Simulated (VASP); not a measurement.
Here is a VASP 6.6.1 calculation.

Contents of INCAR:

```
SYSTEM = MgO
PREC = Accurate
ENCUT = 520
EDIFF = 1E-6
ISMEAR = -1
SIGMA = 0.05
LREAL = Auto
LASPH = .True.
NELM = 60
ALGO = Normal
ISIF = 2
LWAVE = .False.
LCHARG = .False.
GGA = PS
NBANDS = 166
```

Contents of KPOINTS:

```
regular mesh
0
Gamma
  1 1 1
  0 0 0
```

Contents of POSCAR:

```
MgO
1.0
    8.4288080000      0.0000000000      0.0000000000
    0.0000000000      8.4288080000      0.0000000000
    0.0000000000      0.0000000000      8.4288080000
O Mg
32 32
Direct
    0.2500000000      0.0000000000      0.0000000000
    0.2500000000      0.0000000000      0.5000000000
    0.2500000000      0.5000000000      0.0000000000
    0.2500000000      0.5000000000      0.5000000000
    0.7500000000      0.0000000000      0.0000000000
    0.7500000000      0.0000000000      0.5000000000
    0.7500000000      0.5000000000      0.0000000000
    0.7500000000      0.5000000000      0.5000000000
    0.0000000000      0.2500000000      0.0000000000
    0.0000000000      0.2500000000      0.5000000000
    0.0000000000      0.7500000000      0.0000000000
    0.0000000000      0.7500000000      0.5000000000
    0.5000000000      0.2500000000      0.0000000000
    0.5000000000      0.2500000000      0.5000000000
    0.5000000000      0.7500000000      0.0000000000
    0.5000000000      0.7500000000      0.5000000000
    0.0000000000      0.0000000000      0.2500000000
    0.0000000000      0.0000000000      0.7500000000
    0.0000000000      0.5000000000      0.2500000000
    0.0000000000      0.5000000000      0.7500000000
    0.5000000000      0.0000000000      0.2500000000
    0.5000000000      0.0000000000      0.7500000000
    0.5000000000      0.5000000000      0.2500000000
    0.5000000000      0.5000000000      0.7500000000
    0.2500000000      0.2500000000      0.2500000000
    0.2500000000      0.2500000000      0.7500000000
    0.2500000000      0.7500000000      0.2500000000
    0.2500000000      0.7500000000      0.7500000000
    0.7500000000      0.2500000000      0.2500000000
    0.7500000000      0.2500000000      0.7500000000
    0.7500000000      0.7500000000      0.2500000000
    0.7500000000      0.7500000000      0.7500000000
    0.0000000000      0.0000000000      0.0000000000
    0.0000000000      0.0000000000      0.5000000000
    0.0000000000      0.5000000000      0.0000000000
    0.0000000000      0.5000000000      0.5000000000
    0.5000000000      0.0000000000      0.0000000000
    0.5000000000      0.0000000000      0.5000000000
    0.5000000000      0.5000000000      0.0000000000
    0.5000000000      0.5000000000      0.5000000000
    0.2500000000      0.2500000000      0.0000000000
    0.2500000000      0.2500000000      0.5000000000
    0.2500000000      0.7500000000      0.0000000000
    0.2500000000      0.7500000000      0.5000000000
    0.7500000000      0.2500000000      0.0000000000
    0.7500000000      0.2500000000      0.5000000000
    0.7500000000      0.7500000000      0.0000000000
    0.7500000000      0.7500000000      0.5000000000
    0.2500000000      0.0000000000      0.2500000000
    0.2500000000      0.0000000000      0.7500000000
    0.2500000000      0.5000000000      0.2500000000
    0.2500000000      0.5000000000      0.7500000000
    0.7500000000      0.0000000000      0.2500000000
    0.7500000000      0.0000000000      0.7500000000
    0.7500000000      0.5000000000      0.2500000000
    0.7500000000      0.5000000000      0.7500000000
    0.0000000000      0.2500000000      0.2500000000
    0.0000000000      0.2500000000      0.7500000000
    0.0000000000      0.7500000000      0.2500000000
    0.0000000000      0.7500000000      0.7500000000
    0.5000000000      0.2500000000      0.2500000000
    0.5000000000      0.2500000000      0.7500000000
    0.5000000000      0.7500000000      0.2500000000
    0.5000000000      0.7500000000      0.7500000000
```

Potentials or basis: VASP PAW PBE potentials, release 64 (O, Mg).

Command:

```console
$ cat potpaw_PBE.64/O/POTCAR potpaw_PBE.64/Mg/POTCAR > POTCAR
$ mpirun -np 1 vasp_gam > vasp.out
```

(1) What does it give for the band gap on the k mesh?

(2) Estimate the pressure.

Answers

(1) 4.61 eV.

(2) -0.4 GPa.

Caveat: the k points lie up to 0.75 Å⁻¹ apart; the PAW data sets were made with another functional, which shifts forces and pressure a little; an odd mesh through Γ misses points on the zone boundary, where band edges can lie.
